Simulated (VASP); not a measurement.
Input of a VASP 6.6.1 run:

INCAR

```
SYSTEM = TiSi12N16
PREC = Accurate ; ENCUT = 520
EDIFF = 1E-7 ; ISMEAR = -1
SIGMA = 0.01 ; LREAL = Auto
LASPH = .True. ; NELM = 80
ALGO = Normal ; ISIF = 2
LWAVE = .False. ; LCHARG = .True.
GGA = PE ; LELF = .True.
LVHAR = .True. ; NBANDS = 90
```

Contents of KPOINTS:

```
Automatic mesh
0
Gamma
  1 1 1
  0.25 0.25 0.25
```

File POSCAR:

```
TiSi12N16
1.0
    7.6633883300      0.0000000000      0.0000000000
   -3.8316941700      6.6366889800      0.0000000000
    0.0000000000      0.0000000000      5.8522780000
Si N Ti
12 16 1
Direct
    0.2297092296      0.8214450031      0.3750469475
    0.4072071089      0.2295008858      0.1288118917
    0.8206681880      0.5897461839      0.1285376395
    0.1770855836      0.4073930552      0.3760209272
    0.5904740149      0.7675580422      0.3757680343
    0.7679733875      0.1757160843      0.1295464775
    0.2297752045      0.8263745697      0.8792393321
    0.4015940795      0.2288983263      0.6240475931
    0.8260173163      0.5952355176      0.6238760360
    0.1716352390      0.4017524413      0.8806741580
    0.5964290830      0.7682632131      0.8805839367
    0.7680851012      0.1704625610      0.6253130832
    0.3325684983      0.6661347267      0.3784034183
    0.6651250007      0.3310290729      0.1261713815
    0.9679555701      0.6629689915      0.3721747326
    0.3014224289      0.9684794661      0.1311067246
    0.6621543283      0.6915885337      0.1321524712
    0.3353820165      0.3052541721      0.3725533886
    0.0297415031      0.3342374498      0.1324289448
    0.6961208158      0.0285636408      0.3733335976
    0.3325181680      0.6656298063      0.8765340608
    0.6653198621      0.3313783434      0.6280123740
    0.9650089741      0.6752103366      0.8794119145
    0.2899858455      0.9656919315      0.6239777058
    0.6752703459      0.7080512608      0.6250179844
    0.3223719525      0.2889140964      0.8794689863
    0.0327625157      0.3220687313      0.6251041048
    0.7075424563      0.0314144599      0.8807385774
   -0.0013644054     -0.0014132047     -0.2477457496
```

Potentials or basis: VASP PAW PBE potentials, release 64 (Si, N, Ti_sv).

Run with:

```console
$ cat potpaw_PBE.64/Si/POTCAR potpaw_PBE.64/N/POTCAR potpaw_PBE.64/Ti_sv/POTCAR > POTCAR
$ mpirun -np 1 vasp_std > vasp.out
```

Predict the largest force.

0.230 eV/Å.

Estimate the band gap on the k mesh.

0.40 eV.

Estimate the pressure.

3.0 GPa.

Stress tensor (GPa, compression positive):
```
 0.21 -0.20  0.02
-0.20  0.44  0.03
 0.02  0.03  8.43
```

Caveat: semilocal functionals underestimate gaps, and a narrow one can read as zero.
